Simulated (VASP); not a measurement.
# AlGa3N4 (R3m) in VASP: a series of runs, part 2 of 2

VASP 6.6.1. Earlier steps stand in the parts before.

## Step 3: Single point, LDA

INCAR

```
SYSTEM = AlGa3N4
  PREC = Accurate
  ENCUT = 520
  EDIFF = 1E-6
  ISMEAR = 0
  SIGMA = 0.05
  LREAL = .FALSE.
  LASPH = .TRUE.
  NELM = 80
  ALGO = Normal
  ISIF = 2
  LWAVE = .FALSE.
  LCHARG = .FALSE.
  NBANDS = 41
```

KPOINTS

```
Automatic mesh
0
G
  6 6 6
  0 0 0
```

POSCAR

```
AlGa3N4
1.0
    4.2939496006     -0.1549363258     -0.1549363258
   -0.1549363258      4.2939496006     -0.1549363258
   -0.1549363258     -0.1549363258      4.2939496006
Al Ga N
1 3 4
Direct
    0.0000000000      0.0000000000      0.0000000000
    0.5000000000      0.5000000000      0.0000000000
    0.5000000000      0.0000000000      0.5000000000
    0.0000000000      0.5000000000      0.5000000000
    0.7548078379      0.7548078379      0.2451921621
    0.7548078379      0.2451921621      0.7548078379
    0.2451921621      0.7548078379      0.7548078379
    0.2451921621      0.2451921621      0.2451921621
```

Potentials or basis: VASP PAW LDA potentials, release 64 (Al, Ga_d, N).

Run with:

```
$ cat potpaw_LDA.64/Al/POTCAR potpaw_LDA.64/Ga_d/POTCAR potpaw_LDA.64/N/POTCAR > POTCAR
$ mpirun -np 1 vasp_std > vasp.out
```

OUTCAR:

```text
SYSTEM = AlGa3N4
   PREC = Accurate
   ENCUT = 520
   EDIFF = 1E-6
   ISMEAR = 0
   LREAL = .FALSE.
   LASPH = .TRUE.
   NELM = 80
   ISIF = 2

 ion  position               nearest neighbor table
   1  0.000  0.000  0.000-   8 1.69   6 1.87   7 1.87   5 1.87   3 2.93   4 2.93   2 2.93   4 2.93
                             3 2.93   2 2.93
   2  0.500  0.500  0.000-   5 1.74   8 1.92   7 1.92   6 1.92   1 2.93   1 2.93
   3  0.500  0.000  0.500-   6 1.74   8 1.92   7 1.92   5 1.92   1 2.93   1 2.93
   4  0.000  0.500  0.500-   7 1.74   8 1.92   5 1.92   6 1.92   1 2.93   1 2.93
   5  0.755  0.755  0.245-   2 1.74   1 1.87   3 1.92   4 1.92
   6  0.755  0.245  0.755-   3 1.74   1 1.87   4 1.92   2 1.92
   7  0.245  0.755  0.755-   4 1.74   1 1.87   3 1.92   2 1.92
   8  0.245  0.245  0.245-   1 1.69   2 1.92   3 1.92   4 1.92

  LATTYP: Found a trigonal (rhomboedric) cell.
 ALAT       =     4.2995364521
 COS(alpha) =    -0.0706789633

  Lattice vectors:

 A1 = (   4.2939496006,  -0.1549363258,  -0.1549363258)
 A2 = (  -0.1549363258,   4.2939496006,  -0.1549363258)
 A3 = (  -0.1549363258,  -0.1549363258,   4.2939496006)

Analysis of symmetry for initial positions (statically):
[... 197 lines left out ...]
      4      -8.2034      2.00000
      5      -6.8672      2.00000
      6      -6.8262      2.00000
[... 1045 lines left out ...]
     40      17.2339      0.00000
     41      17.6528      0.00000

 [... further k-points ...]

------------------------ aborting loop because EDIFF is reached ----------------------------------------

  FORCE on cell =-STRESS in cart. coord.  units (eV):
  Direction    XX          YY          ZZ          XY          YZ          ZX
  --------------------------------------------------------------------------------------
  -------------------------------------------------------------------------------------
  Total       14.8008168     14.8008168     14.8008168     11.5160729     11.5160729     11.5160729
  in kB      300.7225574    300.7225574    300.7225574    233.9832297    233.9832297    233.9832297
  external PRESSURE =     300.7225574 kB  Pullay stress =       0.0000000 kB

 VOLUME and BASIS-vectors are now :
 -----------------------------------------------------------------------------
  energy-cutoff  :      520.00
  volume of cell :       78.86
      direct lattice vectors                 reciprocal lattice vectors
     4.293949601 -0.154936326 -0.154936326     0.233516639  0.008741265  0.008741265
    -0.154936326  4.293949601 -0.154936326     0.008741265  0.233516639  0.008741265
    -0.154936326 -0.154936326  4.293949601     0.008741265  0.008741265  0.233516639

 POSITION                                       TOTAL-FORCE (eV/Angst)
 -----------------------------------------------------------------------------------
      0.00000      0.00000      0.00000        -1.590853     -1.590853     -1.590853
      2.06951      2.06951     -0.15494        -1.678755     -1.678755     -1.561982
      2.06951     -0.15494      2.06951        -1.678755     -1.561982     -1.678755
     -0.15494      2.06951      2.06951        -1.561982     -1.678755     -1.678755
      3.08617      3.08617      0.81895         1.694614      1.694614      1.479150
      3.08617      0.81895      3.08617         1.694614      1.479150      1.694614
      0.81895      3.08617      3.08617         1.479150      1.694614      1.694614
      0.97686      0.97686      0.97686         1.641966      1.641966      1.641966
 -----------------------------------------------------------------------------------
    total drift:                               -0.001757     -0.001757     -0.001757

  FREE ENERGIE OF THE ION-ELECTRON SYSTEM (eV)
  ---------------------------------------------------
  free  energy   TOTEN  =       -56.3641919301 eV

  energy  without entropy=      -56.3641919301  energy(sigma->0) =      -56.36419193
```

OSZICAR:

```text
N       E                     dE             d eps       ncg     rms          rms(c)
DAV:   1     0.634135270393E+03    0.63414E+03   -0.27865E+04  3034   0.265E+03
DAV:   2     0.469834840950E+02   -0.58715E+03   -0.54667E+03  2776   0.638E+02
DAV:   3    -0.597591291420E+02   -0.10674E+03   -0.10345E+03  2927   0.196E+02
DAV:   4    -0.664630131059E+02   -0.67039E+01   -0.66418E+01  3446   0.523E+01
DAV:   5    -0.666640563760E+02   -0.20104E+00   -0.20073E+00  3264   0.867E+00    0.171E+01
DAV:   6    -0.563015885129E+02    0.10362E+02   -0.27350E+01  4952   0.700E+01    0.493E+00
DAV:   7    -0.565071802429E+02   -0.20559E+00   -0.54450E+00  3155   0.117E+01    0.412E+00
DAV:   8    -0.564049505470E+02    0.10223E+00   -0.66987E-01  4056   0.946E+00    0.115E+00
DAV:   9    -0.563630479503E+02    0.41903E-01   -0.18417E-01  4352   0.624E+00    0.355E-01
DAV:  10    -0.563641718683E+02   -0.11239E-02   -0.17391E-02  3112   0.881E-01    0.114E-01
DAV:  11    -0.563642222076E+02   -0.50339E-04   -0.18464E-03  3926   0.720E-01    0.427E-02
DAV:  12    -0.563641877475E+02    0.34460E-04   -0.39219E-04  4440   0.317E-01    0.164E-02
DAV:  13    -0.563641921875E+02   -0.44400E-05   -0.50160E-05  3280   0.435E-02    0.826E-03
DAV:  14    -0.563641919301E+02    0.25740E-06   -0.16314E-06  2136   0.286E-02
   1 F= -.56364192E+02 E0= -.56364192E+02  d E =-.254745E-12
```

stdout:

```text
POSCAR found type information on POSCAR AlGaN
 POSCAR found :  3 types and       8 ions
 scaLAPACK will be used
 LDA part: xc-table for (Slater(with rela. corr.)+CA(PZ))
 , standard interpolation
 POSCAR, INCAR and KPOINTS ok, starting setup
 FFT: planning ... GRIDC
 FFT: planning ... GRID_SOFT
 FFT: planning ... GRID
 WAVECAR not read
 entering main loop
```

Run time: 2.1 min. Hardware: 1 thread of Intel Xeon 8259CL, shared host; peak memory 0.2 GiB.

What came out:

```yaml
Free_energy: -56.3642 eV
Pressure: 30.1 GPa
Largest_force: 2.844 eV/Å
Band_gap_on_the_k_mesh: 2.70 eV
```

Forces on the atoms (eV/Å):
```
Al  -1.591 -1.591 -1.591
Ga  -1.679 -1.679 -1.562
Ga  -1.679 -1.562 -1.679
Ga  -1.562 -1.679 -1.679
N    1.695  1.695  1.479
N    1.695  1.479  1.695
N    1.479  1.695  1.695
N    1.642  1.642  1.642
```

Caveat: the cell stands under pressure; forces of over 1 eV/Å act on the atoms, so gaps and moduli don't describe the material at rest.

## Step 4: Single point, LDA

This run uses another cell than the first one, of 9.88 Å³/atom.

INCAR

```
SYSTEM = AlGa3N4
ALGO     = Normal         ! electronic algorithm
EDIFF    = 1E-6           ! SCF threshold, eV
ENCUT    = 520            ! plane-wave cutoff, eV
GGA      = CA             ! functional
ISIF     = 2              ! what is computed and relaxed
ISMEAR   = 0              ! smearing method
LASPH    = .True.         ! aspherical terms in the spheres
LCHARG   = .False.        ! write CHGCAR
LREAL    = .False.        ! projectors in reciprocal space
LWAVE    = .False.        ! write WAVECAR
NBANDS   = 41             ! bands
NELM     = 80             ! most SCF steps
PREC     = Accurate       ! precision mode
SIGMA    = 0.05           ! smearing width, eV
```

KPOINTS

```
k-points
0
Gamma
  6 6 6
  0 0 0
```

Edit POSCAR of step 3 so:

```diff
@@ -2,5 +2,5 @@
 1.0
-    4.2939496006     -0.1549363258     -0.1549363258
-   -0.1549363258      4.2939496006     -0.1549363258
-   -0.1549363258     -0.1549363258      4.2939496006
+    4.2939496006      0.1033646631      0.1033646631
+    0.1033646631      4.2939496006      0.1033646631
+    0.1033646631      0.1033646631      4.2939496006
 Al Ga N
```

Run with:

```
$ cat potpaw_LDA.64/Al/POTCAR potpaw_LDA.64/Ga_d/POTCAR potpaw_LDA.64/N/POTCAR > POTCAR
$ mpirun -np 1 vasp_std > vasp.out
```

Wall time 2.1 min (1 thread of Intel Xeon 8259CL, shared host); peak memory 0.21 GiB.

It converged, with:

| Quantity | Value |
| --- | --- |
| Free energy | -57.1634 eV |
| Pressure | 26.4 GPa |
| Largest force | 1.203 eV/Å |
| Band gap on the k mesh | 2.91 eV |

Forces on the atoms (eV/Å):
```
Al   0.579  0.579  0.579
Ga   0.607  0.607  0.596
Ga   0.607  0.596  0.607
Ga   0.596  0.607  0.607
N   -0.543 -0.543 -0.609
N   -0.543 -0.609 -0.543
N   -0.609 -0.543 -0.543
N   -0.695 -0.695 -0.695
```

Stress tensor (GPa, compression positive):
```
 26.37 -12.69 -12.69
-12.69  26.37 -12.69
-12.69 -12.69  26.37
```

Levels at points of the mesh, in eV from the valence-band top:
```csv
k point,band 27,band 28,band 29,band 30,band 31,band 32,band 33,band 34,band 35,band 36
"(0.00, 0.00, 0.00)",-2.64,-2.64,-0.41,0.00,0.00,2.91,3.19,3.19,3.30,7.06
"(0.50, 0.00, 0.00)",-2.97,-2.11,-1.76,-1.59,-1.21,5.12,5.17,6.16,6.25,8.50
"(0.50, 0.50, 0.00)",-3.49,-1.32,-1.32,-1.05,-0.78,7.07,7.31,7.32,7.44,7.83
"(0.50, 0.50, 0.50)",-1.14,-1.14,-0.95,-0.64,-0.64,5.41,5.41,5.95,7.07,9.22
```

Caveat: the cell stands under pressure; forces of over 1 eV/Å act on the atoms, so gaps and moduli don't describe the material at rest.

## Step 5: Single point, LDA

This run uses another cell than the first one, of 10.19 Å³/atom.

INCAR

```
SYSTEM = AlGa3N4
PREC = Accurate ; ENCUT = 1330
EDIFF = 1E-6 ; ISMEAR = 0
SIGMA = 0.05 ; LREAL = .False.
LASPH = .True. ; NELM = 120
ALGO = Normal ; ISIF = 2
LWAVE = .False. ; LCHARG = .False.
GGA = CA ; NBANDS = 41
GGA_COMPAT = .False.
```

KPOINTS

```
regular mesh
0
Gamma
  6 6 6
  0 0 0
```

Edit POSCAR of step 4 so:

```diff
@@ -2,5 +2,5 @@
 1.0
-    4.2939496006      0.1033646631      0.1033646631
-    0.1033646631      4.2939496006      0.1033646631
-    0.1033646631      0.1033646631      4.2939496006
+    4.3382171223      0.1033646631      0.1033646631
+    0.1033646631      4.3382171223      0.1033646631
+    0.1033646631      0.1033646631      4.3382171223
 Al Ga N
```

Potentials or basis: VASP PAW LDA potentials, release 64 (Al, Ga_d, N_h).

Run with:

```
$ cat potpaw_LDA.64/Al/POTCAR potpaw_LDA.64/Ga_d/POTCAR potpaw_LDA.64/N_h/POTCAR > POTCAR
$ mpirun -np 1 vasp_std > vasp.out
```

Wall time 6.4 min (1 thread of AMD EPYC 7R13 (Zen 3), shared host); peak memory 0.51 GiB.

Results (log left out):

- Free energy: -57.5276 eV
- Pressure: 17.4 GPa
- Largest force: 1.005 eV/Å
- Band gap on the k mesh: 2.72 eV

Forces on the atoms (eV/Å):
```
Al   0.487  0.487  0.487
Ga   0.505  0.505  0.492
Ga   0.505  0.492  0.505
Ga   0.492  0.505  0.505
N   -0.458 -0.458 -0.495
N   -0.458 -0.495 -0.458
N   -0.495 -0.458 -0.458
N   -0.580 -0.580 -0.580
```

Stress tensor (GPa, compression positive):
```
 17.37 -11.46 -11.46
-11.46  17.37 -11.46
-11.46 -11.46  17.37
```

Levels at points of the mesh, in eV from the valence-band top:
```tsv
k point	band 28	band 29	band 30	band 31	band 32	band 33	band 34	band 35
(0.00, 0.00, 0.00)	-2.55	-0.39	0.00	0.00	2.72	3.19	3.19	3.29
(0.50, 0.00, 0.00)	-2.03	-1.70	-1.53	-1.18	5.01	5.06	6.10	6.19
(0.50, 0.50, 0.00)	-1.27	-1.27	-1.01	-0.75	6.92	7.07	7.15	7.32
(0.50, 0.50, 0.50)	-1.10	-0.93	-0.63	-0.63	5.19	5.19	5.72	6.84
```

Caveat: the cell stands under pressure; forces of over 1 eV/Å act on the atoms, so gaps and moduli don't describe the material at rest.

## Step 6: The runs side by side

```tsv
potentials or basis	cell	cutoff (eV)	gap on the mesh (eV)	pressure (GPa)	largest force (eV/Å)
VASP PAW LDA potentials, release 64 (Al, Ga_d, N)	a = 4.300 Å, angles 85.8°, 8 atoms	520	2.60	29.1	1.62
VASP PAW LDA potentials, release 64 (Al, Ga_d, N)	a = 4.300 Å, angles 94.1°, 8 atoms	520	2.70	30.1	2.84
VASP PAW LDA potentials, release 64 (Al, Ga_d, N)	a = 4.296 Å, angles 87.2°, 8 atoms	520	2.91	26.4	1.20
VASP PAW LDA potentials, release 64 (Al, Ga_d, N_h)	a = 4.341 Å, angles 87.2°, 8 atoms	1330	2.72	17.4	1.00
```

Alike in all rows: task single point; level LDA; no spin polarisation; k mesh 6 × 6 × 6; smearing gaussian 0.05 eV.

Caveats: the cell stands under pressure; forces of over 1 eV/Å act on the atoms, so gaps and moduli don't describe the material at rest.

Total energies depend on the potentials used, so only differences within one code and one set of settings carry meaning.
